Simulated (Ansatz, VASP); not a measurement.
**Two plane-wave programs on Te**

```
Te
1.0
    -1.83851    1.83851    1.83851
     1.83851   -1.83851    1.83851
     1.83851    1.83851   -1.83851
Te
1
Cartesian
  0.0000 0.0000 0.0000
```

Alike in both runs: task single point; functional PBEsol; k mesh 13 × 13 × 13; occupations fermi-dirac, width 0.1 eV; no spin polarisation.

```csv
,VASP,Ansatz
version,VASP 6.6.1,Ansatz 0.2.0
potentials or method,"VASP PAW PBE potentials, release 64 (Te), cutoff 520 eV","plane waves (420 eV) with PAW, scalar-relativistic"
valence electrons in the cell,6,16
```

```tsv
	VASP	Ansatz	Ansatz less VASP
pressure (GPa)	6.8	6.8	-0.04
```

VASP's potentials were made for PBE, not for PBEsol, and Ansatz warns of the same on its side. With one functional, cell and mesh, what is left measures potentials, basis and numerics. VASP's potentials hold 6 valence electrons a cell and Ansatz's 16, so a difference there can come from the potentials and not from the codes.

Spin-orbit coupling is off throughout.
